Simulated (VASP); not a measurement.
Runs of VASP 6.6.1 on KCl. The structure is that of space group Fm-3m (No. 225), or close to it. The cells are those of the table. 

```tsv
task	cell	smearing	gap on the mesh (eV)	pressure (GPa)	relaxed volume (Å³/atom)
relaxation of cell and atoms	relaxed from a = 4.297 Å, angles 60.0°, 2 atoms	gaussian 0.02 eV	5.11	0.0	(a)
single point	a = 4.297 Å, angles 60.0°, 2 atoms	gaussian 0.02 eV	5.12	(b)	-
single point	a = 4.450 Å, angles 60.0°, 2 atoms	gaussian 0.1 eV	4.75	-1.9	-
relaxation of cell and atoms	relaxed from a = 4.450 Å, angles 60.0°, 2 atoms	gaussian 0.02 eV	5.10	0.0	28.15
```

Alike in all rows: level LDA; potentials or basis VASP PAW LDA potentials, release 64 (K_sv, Cl); no spin polarisation; k mesh 6 × 6 × 6; cutoff (eV) 500.

Task: Fill in the values left out.

Result: (a) 28.12; (b) 0.1.

